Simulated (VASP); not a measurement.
# CuAu (P4/mmm) in VASP: a series of runs

CuAu is run at these levels: PBE+D4, RPBE, PBE; tasks: single point.

Program: VASP 6.6.1. These are calculated values, not measurements. Logs are shortened: lines on timing, memory, paths and dates and some standing lists are left out, and cuts for length are marked.

## Step 1: The cell of the first run

Symmetry: P4/mmm, No. 123, tetragonal system. The conventional cell has a = 2.800 Å, b = 2.800 Å, c = 3.670 Å, α = 90.00°, β = 90.00°, γ = 90.00°. Cu (site symmetry 4/mmm) has 8 Au at 2.70 Å and 4 Cu at 2.80 Å within 3.6 Å. Within 3.6 Å of Au (site symmetry 4/mmm) lie 8 Cu at 2.70 Å and 4 Au at 2.80 Å.

## Step 2: Single point, PBE+D4

INCAR reads:

```
PREC = Accurate ; ENCUT = 520
EDIFF = 1E-6 ; ISMEAR = 0
SIGMA = 0.1 ; LREAL = F
LASPH = T ; NELM = 60
ALGO = Normal ; ISIF = 2
LWAVE = F ; LCHARG = F
GGA = PE ; IVDW = 13
NBANDS = 18
```

KPOINTS reads:

```
Automatic mesh
0
Gamma
  6 6 4
```

POSCAR reads:

```
CuAu
1.0
    2.8000000000      0.0000000000      0.0000000000
    0.0000000000      2.8000000000      0.0000000000
    0.0000000000      0.0000000000      3.6700000000
Cu Au
1 1
Direct
    0.5000000000      0.5000000000      0.5000000000
    0.0000000000      0.0000000000      0.0000000000
```

Potentials or basis: VASP PAW PBE potentials, release 64 (Cu, Au).

On the command line:

```console
$ cat potpaw_PBE.64/Cu/POTCAR potpaw_PBE.64/Au/POTCAR > POTCAR
$ mpirun -np 1 vasp_std > vasp.out
```

OUTCAR:

```text
PREC = Accurate
   ENCUT = 520
   EDIFF = 1E-6
   ISMEAR = 0
   LREAL = F
   LASPH = T
   NELM = 60
   ISIF = 2
   GGA = PE
   IVDW = 13

 ion  position               nearest neighbor table
   1  0.500  0.500  0.500-   2 2.70   2 2.70   2 2.70   2 2.70   2 2.70   2 2.70   2 2.70   2 2.70

   2  0.000  0.000  0.000-   1 2.70   1 2.70   1 2.70   1 2.70   1 2.70   1 2.70   1 2.70   1 2.70

  LATTYP: Found a simple tetragonal cell.
 ALAT       =     2.8000000000
 C/A-ratio  =     1.3107142857

  Lattice vectors:

 A1 = (   2.8000000000,   0.0000000000,   0.0000000000)
 A2 = (   0.0000000000,   2.8000000000,   0.0000000000)
 A3 = (   0.0000000000,   0.0000000000,   3.6700000000)

Analysis of symmetry for initial positions (statically):
=====================================================================
 Subroutine PRICEL returns:
 Original cell was already a primitive cell.

 Routine SETGRP: Setting up the symmetry group for a
 simple tetragonal supercell.

 Subroutine GETGRP returns: Found 16 space group operations
 (whereof 16 operations were pure point group operations)
 out of a pool of 16 trial point group operations.

The static configuration has the point symmetry D_4h.

Analysis of symmetry for dynamics (positions and initial velocities):
=====================================================================
 Subroutine PRICEL returns:
 Original cell was already a primitive cell.

 Routine SETGRP: Setting up the symmetry group for a
 simple tetragonal supercell.

 Subroutine GETGRP returns: Found 16 space group operations
 (whereof 16 operations were pure point group operations)
 out of a pool of 16 trial point group operations.

The dynamic configuration has the point symmetry D_4h.

 Subroutine INISYM returns: Found 16 space group operations
 (whereof 16 operations are pure point group operations),
 and found     1 'primitive' translations

----------------------------------------------------------------------------------------

                                     Primitive cell

  volume of cell :      28.7728

  direct lattice vectors                    reciprocal lattice vectors
     2.800000000  0.000000000  0.000000000     0.357142857  0.000000000  0.000000000
     0.000000000  2.800000000  0.000000000     0.000000000  0.357142857  0.000000000
     0.000000000  0.000000000  3.670000000     0.000000000  0.000000000  0.272479564

  length of vectors
     2.800000000  2.800000000  3.670000000     0.357142857  0.357142857  0.272479564

  position of ions in fractional coordinates (direct lattice)
     0.500000000  0.500000000  0.500000000
     0.000000000  0.000000000  0.000000000

  ion indices of the primitive-cell ions
   primitive index   ion index
                 1           1
                 2           2

----------------------------------------------------------------------------------------

 KPOINTS: Automatic mesh

Automatic generation of k-mesh.
 Grid dimensions read from file:
 generate k-points for:    6    6    4

 Generating k-lattice:

  Cartesian coordinates                     Fractional coordinates (reciprocal lattice)
     0.059523810  0.000000000  0.000000000     0.166666667  0.000000000  0.000000000
     0.000000000  0.059523810  0.000000000     0.000000000  0.166666667  0.000000000
     0.000000000  0.000000000  0.068119891     0.000000000  0.000000000  0.250000000

  Length of vectors
     0.059523810  0.059523810  0.068119891

  Shift w.r.t. Gamma in fractional coordinates (k-lattice)
     0.000000000  0.000000000  0.000000000

 Subroutine IBZKPT returns following result:
 ===========================================

 Found     30 irreducible k-points:

 Following reciprocal coordinates:
            Coordinates               Weight
  0.000000  0.000000  0.000000      1.000000
  0.166667  0.000000  0.000000      4.000000
  0.333333  0.000000  0.000000      4.000000
  0.500000  0.000000  0.000000      2.000000
  0.166667  0.166667  0.000000      4.000000
  0.333333  0.166667  0.000000      8.000000
[... 16 lines left out ...]
  0.333333  0.000000  0.500000      4.000000
  0.500000  0.000000  0.500000      2.000000
 [... further k-points ...]
   k-points           NKPTS =     30   k-points in BZ     NKDIM =     30   number of bands    NBANDS=     18
   number of dos      NEDOS =    301   number of ions     NIONS =      2
   total plane-waves  NPLWV =  16128
   dimension x,y,z NGX =    24 NGY =   24 NGZ =   28
   dimension x,y,z NGXF=    48 NGYF=   48 NGZF=   56
   ions per type =               1   1
   NGX,Y,Z   is equivalent  to a cutoff of  14.25, 14.25, 12.68 a.u.
   NGXF,Y,Z  is equivalent  to a cutoff of  28.50, 28.50, 25.37 a.u.
 SYSTEM =  unknown system
   PREC   = accura    normal or accurate (medium, high low for compatibility)
   ISTART =      0    job   : 0-new  1-cont  2-samecut
   ICHARG =      2    charge: 1-file 2-atom 10-const
   ISPIN  =      1    spin polarized calculation?
[... 95 lines left out ...]
     18      26.3234      0.00000

 k-point     4 :       0.5000    0.0000    0.0000
  band No.  band energies     occupation
      1       2.1211      2.00000
      2       3.2950      2.00000
      3       3.4841      2.00000
      4       4.3477      2.00000
      5       4.7764      2.00000
      6       5.5912      2.00000
[... 10 lines left out ...]
     17      24.9761      0.00000
     18      26.1448      0.00000

 k-point     5 :       0.1667    0.1667    0.0000
  band No.  band energies     occupation
      1       0.2825      2.00000
      2       2.9469      2.00000
      3       2.9590      2.00000
      4       4.2993      2.00000
      5       4.6237      2.00000
      6       5.2321      2.00000
[... 10 lines left out ...]
     17      26.9644      0.00000
     18      27.3115      0.00000

 k-point     6 :       0.3333    0.1667    0.0000
  band No.  band energies     occupation
      1       1.7260      2.00000
      2       3.3423      2.00000
      3       3.5801      2.00000
      4       3.6865      2.00000
      5       4.4703      2.00000
      6       5.0439      2.00000
[... 10 lines left out ...]
     17      23.4572      0.00000
     18      25.2064      0.00000

 k-point     7 :       0.5000    0.1667    0.0000
  band No.  band energies     occupation
      1       2.8380      2.00000
      2       3.1930      2.00000
      3       3.2167      2.00000
      4       3.6342      2.00000
      5       4.4300      2.00000
      6       5.5818      2.00000
[... 10 lines left out ...]
     17      21.4691      0.00000
     18      22.8997      0.00000

 k-point     8 :       0.3333    0.3333    0.0000
  band No.  band energies     occupation
      1       2.2229      2.00000
      2       3.1604      2.00000
      3       3.4093      2.00000
      4       3.5116      2.00000
      5       5.0135      2.00000
      6       5.7923      2.00000
[... 10 lines left out ...]
     17      22.5694      0.00000
     18      22.7560      0.00000
[... 229 lines left out ...]
     17      21.4055      0.00000
     18      22.9021      0.00000

 k-point    20 :       0.5000    0.5000    0.2500
  band No.  band energies     occupation
      1       1.9376      2.00000
      2       3.0449      2.00000
      3       3.0449      2.00000
      4       3.9119      2.00000
      5       6.3531      2.00000
      6       6.3531      2.00000
[... 10 lines left out ...]
     17      18.7763      0.00000
     18      18.9328      0.00000

 k-point    21 :       0.0000    0.0000    0.5000
  band No.  band energies     occupation
      1       0.8776      2.00000
      2       2.4738      2.00000
      3       2.9539      2.00000
      4       5.1479      2.00000
      5       5.1479      2.00000
      6       5.1607      2.00000
[... 10 lines left out ...]
     17      24.2203      0.00000
     18      24.2203      0.00000

 k-point    22 :       0.1667    0.0000    0.5000
  band No.  band energies     occupation
      1       1.4290      2.00000
      2       2.7535      2.00000
      3       2.9111      2.00000
      4       5.0233      2.00000
      5       5.0441      2.00000
      6       5.0860      2.00000
[... 10 lines left out ...]
     17      24.6511      0.00000
     18      27.4267      0.00000

 k-point    23 :       0.3333    0.0000    0.5000
  band No.  band energies     occupation
      1       2.0287      2.00000
      2       2.1582      2.00000
      3       4.6817      2.00000
      4       4.7630      2.00000
      5       4.8596      2.00000
      6       5.0199      2.00000
[... 10 lines left out ...]
     17      25.8985      0.00000
     18      27.2072      0.00000

 k-point    24 :       0.5000    0.0000    0.5000
  band No.  band energies     occupation
      1       1.8641      2.00000
      2       2.1822      2.00000
      3       4.3634      2.00000
      4       4.7756      2.00000
      5       4.7902      2.00000
      6       6.1830      2.00000
[... 10 lines left out ...]
     17      25.2294      0.00000
     18      28.0107      0.00000

 [... further k-points ...]

------------------------ aborting loop because EDIFF is reached ----------------------------------------

  DFT-D4 for vdW energy calculation

  Edisp (eV):   -1.19840

  FORCE on cell =-STRESS in cart. coord.  units (eV):
  Direction    XX          YY          ZZ          XY          YZ          ZX
  --------------------------------------------------------------------------------------
  -------------------------------------------------------------------------------------
  Total       0.41126     0.41126    -0.17006     0.00000     0.00000     0.00000
  in kB      22.90047    22.90047    -9.46948     0.00000     0.00000     0.00000
  external pressure =       12.11 kB  Pullay stress =        0.00 kB

 VOLUME and BASIS-vectors are now :
 -----------------------------------------------------------------------------
  energy-cutoff  :      520.00
  volume of cell :       28.77
      direct lattice vectors                 reciprocal lattice vectors
     2.800000000  0.000000000  0.000000000     0.357142857  0.000000000  0.000000000
     0.000000000  2.800000000  0.000000000     0.000000000  0.357142857  0.000000000
     0.000000000  0.000000000  3.670000000     0.000000000  0.000000000  0.272479564

 POSITION                                       TOTAL-FORCE (eV/Angst)
 -----------------------------------------------------------------------------------
      1.40000      1.40000      1.83500         0.000000      0.000000      0.000000
      0.00000      0.00000      0.00000         0.000000      0.000000      0.000000
 -----------------------------------------------------------------------------------
    total drift:                                0.000000      0.000000     -0.000000

  FREE ENERGIE OF THE ION-ELECTRON SYSTEM (eV)
  ---------------------------------------------------
  free  energy   TOTEN  =        -8.1899484716 eV

  energy  without entropy=       -8.1811230862  energy(sigma->0) =       -8.18553578
```

Run time: 9.4 s. Hardware: 1 thread of Intel Xeon 6975P-C (Granite Rapids), shared host; peak memory 0.15 GiB.

What came out:

```yaml
Free_energy: -8.1899 eV
Pressure: 1.2 GPa
Band_gap_on_the_k_mesh: zero (band 11 reaches 14.33 eV, above the bottom of band 12 at 6.91 eV)
Dispersion_energy_per_atom: -0.599 eV
```

Levels at points of the mesh, in eV from the Fermi level:
```csv
k point,band 9,band 10,band 11,band 12,band 13,band 14
"(0.00, 0.00, 0.00)",-1.72,-1.49,-1.49,2.08,8.13,10.06
"(0.50, 0.00, 0.00)",-2.44,-2.23,-0.88,-0.14,9.46,9.55
"(0.50, 0.50, 0.00)",-1.39,-1.39,0.62,0.62,5.21,6.94
"(0.00, 0.00, 0.50)",-2.38,-2.36,-2.36,-2.01,14.39,14.66
"(0.50, 0.00, 0.50)",-1.62,-1.58,-1.10,-1.10,2.71,4.45
"(0.50, 0.50, 0.50)",-1.66,-1.66,5.41,5.52,5.52,6.25
```

Caveat: the k points lie up to 0.43 Å⁻¹ apart; spin-orbit coupling is left out, which moves the levels of the heavy elements; pairwise dispersion overbinds metals, which lowers pressure and volume.

## Step 3: Single point, RPBE

This run uses another cell than the first one, of 16.98 Å³/atom, 1.180 times its volume.

INCAR reads:

```
SYSTEM = CuAu
  PREC = Accurate
  ENCUT = 520
  EDIFF = 1E-6
  ISMEAR = -1
  SIGMA = 0.008617333262145177
  LREAL = .False.
  LASPH = .True.
  NELM = 100
  ALGO = Normal
  ISIF = 2
  LWAVE = .False.
  LCHARG = .True.
  GGA = RP
  LELF = .True.
  LVHAR = .True.
  NBANDS = 18
```

KPOINTS reads:

```
regular mesh
0
Gamma
  6 6 4
  0 0 0
```

POSCAR reads:

```
CuAu
1.0
    2.9588210547      0.0000000000      0.0000000000
    0.0000000000      2.9588210547      0.0000000000
    0.0000000000      0.0000000000      3.8781690253
Cu Au
1 1
Direct
    0.5000000000      0.5000000000      0.5000000000
    0.0000000000      0.0000000000      0.0000000000
```

Potentials or basis: VASP PAW PBE potentials, release 64 (Cu, Au).

On the command line:

```console
$ cat potpaw_PBE.64/Cu/POTCAR potpaw_PBE.64/Au/POTCAR > POTCAR
$ mpirun -np 1 vasp_std > vasp.out
```

Wall time 9.2 s (1 thread of Intel Xeon 6975P-C (Granite Rapids), shared host); peak memory 0.15 GiB.

Results (log left out):

| Quantity | Value |
| --- | --- |
| Free energy | -5.8842 eV |
| Pressure | -8.6 GPa |
| Band gap on the k mesh | zero (band 11 reaches 11.59 eV, above the bottom of band 12 at 5.08 eV) |

Stress tensor (GPa, compression positive):
```
-8.40  0.00  0.00
 0.00 -8.40  0.00
 0.00  0.00 -9.15
```

Levels at points of the mesh, in eV from the Fermi level:
| k point | band 7 | band 8 | band 9 | band 10 | band 11 | band 12 | band 13 | band 14 | band 15 | band 16 |
| --- | --- | --- | --- | --- | --- | --- | --- | --- | --- | --- |
| (0.00, 0.00, 0.00) | -2.39 | -1.89 | -1.54 | -1.39 | -1.39 | 2.29 | 6.73 | 9.42 | 9.42 | 15.08 |
| (0.50, 0.00, 0.00) | -2.51 | -2.45 | -2.03 | -1.87 | -0.78 | -0.43 | 8.69 | 8.74 | 9.96 | 10.16 |
| (0.50, 0.50, 0.00) | -1.53 | -1.46 | -1.32 | -1.32 | 1.01 | 1.01 | 4.13 | 5.73 | 9.65 | 10.92 |
| (0.00, 0.00, 0.50) | -2.65 | -2.61 | -1.98 | -1.97 | -1.97 | -1.71 | 13.43 | 13.43 | 13.67 | 13.76 |
| (0.50, 0.00, 0.50) | -1.78 | -1.54 | -1.47 | -1.47 | -0.50 | -0.47 | 1.97 | 3.56 | 15.00 | 15.35 |
| (0.50, 0.50, 0.50) | -2.63 | -1.83 | -1.76 | -1.46 | 4.80 | 4.94 | 5.11 | 5.11 | 6.36 | 6.36 |

Caveat: the k points lie up to 0.41 Å⁻¹ apart; the PAW data sets were made with another functional, which shifts forces and pressure a little; spin-orbit coupling is left out, which moves the levels of the heavy elements.

## Step 4: Single point, PBE, collinear spin, ferromagnetic start

INCAR reads:

```
SYSTEM = CuAu
ALGO     = Fast           ! electronic algorithm
EDIFF    = 1E-7           ! SCF threshold, eV
ENCUT    = 520            ! plane-wave cutoff, eV
GGA      = PE             ! functional
ISIF     = 2              ! what is computed and relaxed
ISMEAR   = -1             ! smearing method
ISPIN    = 2              ! spin polarisation
LASPH    = .True.         ! aspherical terms in the spheres
LCHARG   = .False.        ! write CHGCAR
LMAXMIX  = 4              ! l up to which the mixer works
LORBIT   = 11             ! projections on sites
LREAL    = .False.        ! projectors in reciprocal space
LWAVE    = .False.        ! write WAVECAR
MAGMOM   = 1 0            ! initial moments
NBANDS   = 22             ! bands
NELM     = 150            ! most SCF steps
PREC     = Accurate       ! precision mode
SIGMA    = 0.33           ! smearing width, eV
```

KPOINTS reads:

```
k-points
0
Gamma
  4 4 3
  0 0 0
```

POSCAR reads:

```
CuAu
1.0
    2.8000000000      0.0000000000      0.0000000000
    0.0000000000      2.8000000000      0.0000000000
    0.0000000000      0.0000000000      3.6700000000
Cu Au
1 1
Direct
    0.5000000000      0.5000000000      0.5000000000
    0.0000000000      0.0000000000      0.0000000000
```

On the command line:

```console
$ cat potpaw_PBE.64/Cu/POTCAR potpaw_PBE.64/Au/POTCAR > POTCAR
$ mpirun -np 1 vasp_std > vasp.out
```

Run time: 12 s. Hardware: 1 thread of Intel Xeon 6975P-C (Granite Rapids), shared host; peak memory 0.16 GiB.

The run converged. Its results:

| Item | Value |
| --- | --- |
| Free energy | -6.9916 eV |
| Pressure | 8.1 GPa |
| Band gap on the k mesh | zero (filled and empty bands overlap) |
| Net moment | 0.00 μB per cell |
| Valence electrons inside the program's atomic spheres | Cu 9.93; Au 9.74 |

Stress tensor (GPa, compression positive):
```
9.42 0.00 0.00
0.00 9.42 0.00
0.00 0.00 5.54
```

Levels at points of the mesh, in eV from the Fermi level:
Spin up:
```
           k point  band 9  band 10  band 11  band 12  band 13  band 14
(0.00, 0.00, 0.00)   -1.79    -1.57    -1.57     2.05     8.10    10.03
(0.50, 0.00, 0.00)   -2.52    -2.32    -0.96    -0.18     9.42     9.51
(0.50, 0.50, 0.00)   -1.48    -1.48     0.60     0.60     5.17     6.91
```
Spin down:
| k point | band 7 | band 8 | band 9 | band 10 | band 11 | band 12 | band 13 | band 14 | band 15 | band 16 |
| --- | --- | --- | --- | --- | --- | --- | --- | --- | --- | --- |
| (0.00, 0.00, 0.00) | -2.94 | -2.26 | -1.79 | -1.57 | -1.57 | 2.05 | 8.10 | 10.03 | 10.03 | 16.79 |
| (0.50, 0.00, 0.00) | -3.16 | -3.10 | -2.52 | -2.32 | -0.96 | -0.18 | 9.42 | 9.51 | 11.41 | 11.42 |
| (0.50, 0.50, 0.00) | -1.74 | -1.72 | -1.48 | -1.48 | 0.60 | 0.60 | 5.17 | 6.91 | 10.08 | 11.62 |

Caveat: the k points lie up to 0.57 Å⁻¹ apart; spin-orbit coupling is left out, which moves the levels of the heavy elements.

## Step 5: The runs side by side

| level | spin | cell | k mesh | smearing | gap on the mesh (eV) | pressure (GPa) |
| --- | --- | --- | --- | --- | --- | --- |
| PBE+D4 | off | a = 2.800, b = 2.800, c = 3.670 Å, 2 atoms | 6 × 6 × 4 | gaussian 0.1 eV | none | 1.2 |
| RPBE | off | a = 2.959, b = 2.959, c = 3.878 Å, 2 atoms | 6 × 6 × 4 | fermi-dirac 0.00861733 eV | none | -8.6 |
| PBE | collinear, ferromagnetic start | a = 2.800, b = 2.800, c = 3.670 Å, 2 atoms | 4 × 4 × 3 | fermi-dirac 0.33 eV | none | 8.1 |

Alike in all rows: task single point; potentials or basis VASP PAW PBE potentials, release 64 (Cu, Au); cutoff (eV) 520.

Caveats: all runs use coarse meshes; spin-orbit coupling is left out, which moves the levels of the heavy elements; pairwise dispersion overbinds metals, which lowers pressure and volume (some runs); the PAW data sets were made with another functional, which shifts forces and pressure a little (some runs).

Absolute energies hang on the potentials; compare differences alone.
